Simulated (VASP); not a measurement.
# MnO in VASP: a series of runs, part 2 of 2

VASP 6.6.1.

**5. Single point, PBE+U, collinear spin, antiferromagnetic start (volume scaled by 1.040)**

INCAR

```
ALGO     = Normal         # electronic algorithm
EDIFF    = 1E-6           # SCF threshold, eV
ENCUT    = 520            # plane-wave cutoff, eV
GGA      = PE             # functional
ISIF     = 2              # what is computed and relaxed
ISMEAR   = 0              # smearing method
ISPIN    = 2              # spin polarisation
LASPH    = T              # aspherical terms in the spheres
LCHARG   = T              # write CHGCAR
LDAU     = T              # DFT+U
LDAUJ    = 0 0          
LDAUL    = 2 -1           # shell
LDAUPRINT= 1            
LDAUTYPE = 2            
LDAUU    = 3.9 0          # U, eV
LELF     = T              # ELF
LMAXMIX  = 4              # l up to which the mixer works
LORBIT   = 11             # projections on sites
LREAL    = F              # projectors in reciprocal space
LVHAR    = T            
LWAVE    = F              # write WAVECAR
MAGMOM   = 4.74 -4.74 0 0 # initial moments
NBANDS   = 31             # bands
NELM     = 150            # most SCF steps
PREC     = Accurate       # precision mode
SIGMA    = 0.05           # smearing width, eV
```

KPOINTS

```
k-points
0
Gamma
  12 12 6
```

POSCAR

```
MnO
1.0
    0.0000000000      2.2974710976      2.2974710976
    2.2974710976      0.0000000000      2.2974710976
    4.5430166490      4.5430166490      0.0519255461
Mn O
2 2
Direct
    0.0000000000      0.0000000000      0.0000000000
    0.0000000000      0.0000000000      0.5000000000
    0.5000000007      0.5000000007      0.2499999989
    0.4999999993      0.4999999993      0.7500000011
```

Started as:

```console
$ cat potpaw_PBE.64/Mn_pv/POTCAR potpaw_PBE.64/O/POTCAR > POTCAR
$ mpirun -np 1 vasp_std > vasp.out
```

Wall time 7.7 min (1 thread of Oxide Virtual Turin-like, shared host); peak memory 0.29 GiB.

It converged, with:

```
Free energy                                           : -31.0572 eV
Pressure                                              : -6.4 GPa
Band gap on the k mesh                                : 1.49 eV
Net moment                                            : 0.00 μB per cell
Site moments                                          : Mn +4.59, -4.59; O +0.00 μB
Valence electrons inside the program's atomic spheres : Mn 11.27; O 4.97
```

Levels at points of the mesh, in eV from the valence-band top:
Spin up:
```
           k point  band 17  band 18  band 19  band 20  band 21  band 22
(0.00, 0.00, 0.00)    -1.32    -0.53    -0.53     1.49     4.76     4.84
(0.50, 0.00, 0.00)    -2.02    -0.35    -0.29     3.95     5.49     5.51
(0.00, 0.00, 0.50)    -2.00     0.00     0.00     3.82     3.84     4.79
(0.50, 0.00, 0.50)    -1.84    -0.60    -0.26     3.77     5.30     5.64
```
Spin down:
| k point | band 16 | band 17 | band 18 | band 19 | band 20 | band 21 | band 22 | band 23 |
| --- | --- | --- | --- | --- | --- | --- | --- | --- |
| (0.00, 0.00, 0.00) | -1.41 | -1.32 | -0.53 | -0.53 | 1.49 | 4.76 | 4.84 | 4.84 |
| (0.50, 0.00, 0.00) | -2.29 | -2.02 | -0.35 | -0.29 | 3.95 | 5.49 | 5.51 | 5.65 |
| (0.00, 0.00, 0.50) | -2.00 | -2.00 | 0.00 | 0.00 | 3.82 | 3.84 | 4.79 | 4.79 |
| (0.50, 0.00, 0.50) | -2.39 | -1.84 | -0.60 | -0.26 | 3.77 | 5.30 | 5.64 | 5.64 |

Eigenvalues of the final occupation matrices:
```
    site  spin  trace               eigenvalues
site 1 d     1   4.75  0.94 0.94 0.94 0.97 0.97
site 1 d     2   0.19  0.02 0.02 0.02 0.07 0.07
site 2 d     1   0.19  0.02 0.02 0.02 0.07 0.07
site 2 d     2   4.75  0.94 0.94 0.94 0.97 0.97
```

**6. Relaxation of shape and atoms at fixed volume, PBE+U, collinear spin, antiferromagnetic start (volume scaled by 1.040)**

INCAR

```
SYSTEM = MnO
ALGO = Normal
EDIFF = 1E-6
EDIFFG = -0.01
ENCUT = 600
GGA = PE
IBRION = 2
ISIF = 4
ISMEAR = 0
ISPIN = 2
LASPH = .TRUE.
LCHARG = .FALSE.
LDAU = .TRUE.
LDAUJ = 0 0
LDAUL = 2 -1
LDAUPRINT = 1
LDAUTYPE = 2
LDAUU = 3.9 0
LMAXMIX = 4
LORBIT = 11
LREAL = .FALSE.
LWAVE = .FALSE.
MAGMOM = 4.74 -4.74 0 0
NELM = 150
NSW = 60
PREC = Accurate
SIGMA = 0.05
```

KPOINTS

```
k-points
0
G
  12 12 6
  0 0 0
```

POSCAR is that of step 5.

Potentials or basis: VASP PAW PBE potentials, release 64 (Mn_pv, O).

Started as:

```console
$ cat potpaw_PBE.64/Mn_pv/POTCAR potpaw_PBE.64/O/POTCAR > POTCAR
$ mpirun -np 1 vasp_std > vasp.out
```

Wall time 5.7 min (1 thread of Oxide Virtual Turin-like, shared host); peak memory 0.33 GiB.

The run converged. Its results:

| Property | Result |
| --- | --- |
| Free energy | -31.0614 eV |
| Pressure after relaxing | -6.6 GPa |
| Band gap on the k mesh | 1.49 eV |
| Net moment | 0.00 μB per cell |
| Site moments | Mn +4.59, -4.59; O +0.00 μB |
| Valence electrons inside the program's atomic spheres | Mn 11.27; O 4.96 |

Final structure:
```
CELL_PARAMETERS angstrom
0.00000 2.29747 2.29747
2.29747 0.00000 2.29747
4.54302 4.54302 0.05193
ATOMIC_POSITIONS crystal
Mn 0.00000 0.00000 0.00000
Mn 0.00000 0.00000 0.50000
O 0.50000 0.50000 0.25000
O 0.50000 0.50000 0.75000
```

Levels at points of the mesh, in eV from the valence-band top:
Spin up:
| k point | band 15 | band 16 | band 17 | band 18 | band 19 | band 20 | band 21 | band 22 | band 23 |
| --- | --- | --- | --- | --- | --- | --- | --- | --- | --- |
| (0.00, 0.00, 0.00) | -1.41 | -1.41 | -1.32 | -0.53 | -0.53 | 1.49 | 4.76 | 4.84 | 4.84 |
| (0.50, 0.00, 0.00) | -2.39 | -2.29 | -2.02 | -0.35 | -0.29 | 3.95 | 5.49 | 5.51 | 5.65 |
| (0.00, 0.00, 0.50) | -2.06 | -2.00 | -2.00 | 0.00 | 0.00 | 3.82 | 3.84 | 4.79 | 4.79 |
| (0.50, 0.00, 0.50) | -2.44 | -2.39 | -1.83 | -0.60 | -0.26 | 3.77 | 5.30 | 5.64 | 5.65 |
Spin down:
| k point | band 17 | band 18 | band 19 | band 20 | band 21 | band 22 |
| --- | --- | --- | --- | --- | --- | --- |
| (0.00, 0.00, 0.00) | -1.32 | -0.53 | -0.53 | 1.49 | 4.76 | 4.84 |
| (0.50, 0.00, 0.00) | -2.02 | -0.35 | -0.29 | 3.95 | 5.49 | 5.51 |
| (0.00, 0.00, 0.50) | -2.00 | 0.00 | 0.00 | 3.82 | 3.84 | 4.79 |
| (0.50, 0.00, 0.50) | -1.83 | -0.60 | -0.26 | 3.77 | 5.30 | 5.64 |

Eigenvalues of the final occupation matrices:
| site | spin | trace | eigenvalues |
| --- | --- | --- | --- |
| site 1 d | 1 | 4.75 | 0.94 0.94 0.94 0.97 0.97 |
| site 1 d | 2 | 0.19 | 0.02 0.02 0.02 0.07 0.07 |
| site 2 d | 1 | 0.19 | 0.02 0.02 0.02 0.07 0.07 |
| site 2 d | 2 | 4.75 | 0.94 0.94 0.94 0.97 0.97 |

Caveat: the relaxation stopped at its first step, so nothing moved. A k mesh can miss the band edges.

**7. The runs side by side**

```csv
task,cell,cutoff (eV),gap on the mesh (eV),pressure (GPa),moment (μB)
single point,"a = 3.224, b = 3.224, c = 6.374 Å, angles 59.6, 59.6, 60.0°, 4 atoms",520,1.57,-3.5,0.00
single point,"a = 3.228, b = 3.228, c = 6.384 Å, angles 59.6, 59.6, 60.0°, 4 atoms",520,1.55,-4.1,0.00
single point,"a = 3.205, b = 5.552, c = 6.411 Å, angles 30.0, 60.0, 54.7°, 4 atoms",520,0.63,-2.8,0.00
single point,"a = 3.249, b = 3.249, c = 6.425 Å, angles 59.6, 59.6, 60.0°, 4 atoms",520,1.49,-6.4,0.00
relaxation of shape and atoms at fixed volume,"relaxed from a = 3.249, b = 3.249, c = 6.425 Å, angles 59.6, 59.6, 60.0°, 4 atoms",600,1.49,-6.6,0.00
```

Alike in all rows: level PBE+U; potentials or basis VASP PAW PBE potentials, release 64 (Mn_pv, O); spin collinear, antiferromagnetic start; Mn d U = 3.9 eV; k mesh 12 × 12 × 6; smearing gaussian 0.05 eV.

Caveats: the relaxation stopped at its first step, so nothing moved (some runs).

Absolute energies hang on the potentials; compare differences alone.
